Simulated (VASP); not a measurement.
Runs of VASP 6.6.1 on Si. The structure is that of space group Fd-3m (No. 227), or close to it. The cells are those of the table. 

```csv
cell,gap on the mesh (eV),pressure (GPa)
"a = 3.850 Å, angles 60.0°, 2 atoms",0.79,-0.2
"a = 3.771 Å, angles 60.0°, 2 atoms",0.69,6.6
"a = 3.925 Å, angles 60.0°, 2 atoms",0.88,-5.2
"a = 3.888 Å, angles 60.0°, 2 atoms",0.84,-2.9
"a = 3.689 Å, angles 60.0°, 2 atoms",0.56,15.9
"a = 3.974 Å, angles 60.0°, 2 atoms",(c),-7.7
"a = 3.811 Å, angles 60.0°, 2 atoms",0.74,(b)
"a = 3.730 Å, angles 60.0°, 2 atoms",0.62,10.8
"a = 3.838 Å, angles 60.0°, 2 atoms",(a),0.7
```

Alike in all rows: task single point; level r2SCAN; potentials or basis VASP PAW PBE potentials, release 64 (Si); no spin polarisation; k mesh 10 × 10 × 10; cutoff (eV) 520; smearing gaussian 0.02 eV.

Estimate the missing entries.

(a) 0.78; (b) 2.9; (c) 0.93.

Caveats: the PAW data sets were made with another functional, which shifts forces and pressure a little.

A k mesh can miss the band edges.
